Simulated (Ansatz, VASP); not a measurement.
**One calculation of RbBr, two programs**

INCAR

```
SYSTEM = RbBr
ALGO = Normal
EDIFF = 1E-6
ENCUT = 520
ISIF = 2
ISMEAR = -1
LASPH = .TRUE.
LCHARG = .FALSE.
LREAL = .FALSE.
LWAVE = .FALSE.
NBANDS = 15
NELM = 100
PREC = Accurate
SIGMA = 0.05
```

File KPOINTS:

```
k-points
0
G
  7 7 7
  0 0 0
```

File POSCAR:

```
RbBr
1.0
    0.0000000000      3.4039993070      3.4039993070
    3.4039993070      0.0000000000      3.4039993070
    3.4039993070      3.4039993070      0.0000000000
Rb Br
1 1
Direct
    0.0000000000      0.0000000000      0.0000000000
    0.5000000000      0.5000000000      0.5000000000
```

input.yaml

```yaml
crystal:
  lattice:
    - [0.0, 3.403999307, 3.403999307]
    - [3.403999307, 0.0, 3.403999307]
    - [3.403999307, 3.403999307, 0.0]
  atoms:
    - { symbol: Rb, position: [0.0, 0.0, 0.0] }
    - { symbol: Br, position: [0.5, 0.5, 0.5] }
kpoints:
  mp_grid: { grid: [7, 7, 7] }
scf:
  occupations: { method: fermi_dirac, width: 0.05 }
hamiltonian:
  xc: lda
  pseudopotentials: { kind: all_electron, lapw: { basis_error: 0.001 } }
output:
  forces: true
  stress: true
  eigenvalues: true
```

Change from the starting cell: volume scaled by 0.98.

Alike in both runs: task single point; functional LDA; k mesh 7 × 7 × 7; occupations fermi-dirac, width 0.05 eV; no spin polarisation.

|  | VASP | Ansatz |
| --- | --- | --- |
| version | VASP 6.6.1 | Ansatz 0.2.0 |
| potentials or method | VASP PAW LDA potentials, release 64 (Rb_sv, Br), cutoff 520 eV | all-electron LAPW, scalar-relativistic |

VASP gave:

- gap on the k mesh at the Fermi level (eV): 4.01
- least direct gap on the mesh (eV): 4.01
- pressure (GPa): -0.9

What did Ansatz give for the same quantities?

gap on the k mesh at the Fermi level (eV): 4.00; least direct gap on the mesh (eV): 4.00; pressure (GPa): -1.0.

LDA's correlation is that of Perdew and Zunger in VASP and of Perdew and Wang (1992) in Ansatz. Ansatz ran all-electron here, and VASP with PAW potentials.
